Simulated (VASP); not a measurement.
Set up this calculation in VASP 6.6.1, as the native input.

```yaml
Task: single point
Functional: PBE
Potentials_or_basis: VASP PAW PBE potentials, release 64 (B, P)
Cutoff: 500 eV
k_mesh: 4 × 4 × 4
Occupations: gaussian, width 0.01 eV
Spin: no spin polarisation
Dipole_correction: no
Further_INCAR_settings: ALGO = Normal; EDIFF = 1e-06; NBANDS = 11
```

The structure of BP lies in POSCAR:

```
BP
1.0
    0.0000000000      2.3279612538      2.3279612538
    2.3279612538      0.0000000000      2.3279612538
    2.3279612538      2.3279612538      0.0000000000
B P
1 1
Direct
    0.0000000000      0.0000000000      0.0000000000
    0.2500000000      0.2500000000      0.2500000000
```

One way to write it, as run:

INCAR

```
  PREC = Accurate
  ENCUT = 500
  EDIFF = 1E-6
  ISMEAR = 0
  SIGMA = 0.01
  LREAL = False
  LASPH = True
  NELM = 120
  ALGO = Normal
  ISIF = 2
  LWAVE = False
  LCHARG = False
  GGA = PE
  NBANDS = 11
  GGA_COMPAT = False
```

KPOINTS

```
Automatic mesh
0
Gamma
  4 4 4
```

Potentials or basis: VASP PAW PBE potentials, release 64 (B, P).

Run with:

```bash
$ cat potpaw_PBE.64/B/POTCAR potpaw_PBE.64/P/POTCAR > POTCAR
$ mpirun -np 1 vasp_std > vasp.out
```

It gave:

```json
{"Pressure": "-9.2 GPa", "Band gap on the k mesh": "1.46 eV, indirect (least direct gap 3.28 eV)"}
```

Caveat: the k points lie up to 0.58 Å⁻¹ apart.

Run time: 3.2 s on 1 thread of AMD EPYC 7R13 Processor (Zen 3), with other jobs on the host, peak memory 0.1 GiB.
